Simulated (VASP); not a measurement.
Input of a VASP 6.6.1 run:

The input INCAR:

```
SYSTEM = ZnAg
  PREC = Accurate
  ENCUT = 520
  EDIFF = 1E-6
  ISMEAR = 1
  SIGMA = 0.1
  LREAL = .FALSE.
  LASPH = .TRUE.
  NELM = 80
  ALGO = Normal
  ISIF = 2
  LWAVE = .FALSE.
  LCHARG = .FALSE.
  GGA = PS
  NBANDS = 18
```

File KPOINTS:

```
Automatic mesh
0
G
  9 9 9
  0 0 0
```

The input POSCAR:

```
ZnAg
1.0
    3.0694903355      0.0000000000      0.0000000000
    0.0000000000      3.0694903355      0.0000000000
    0.0000000000      0.0000000000      3.0694903355
Zn Ag
1 1
Direct
    0.5000000000      0.5000000000      0.5000000000
    0.0000000000      0.0000000000      0.0000000000
```

Potentials or basis: VASP PAW PBE potentials, release 64 (Zn, Ag).

Run with:

```sh
$ cat potpaw_PBE.64/Zn/POTCAR potpaw_PBE.64/Ag/POTCAR > POTCAR
$ mpirun -np 1 vasp_std > vasp.out
```

(1) What does it give for the pressure?

Results:

(1) 6.4 GPa.

Caveat: the PAW data sets were made with another functional, which shifts forces and pressure a little.
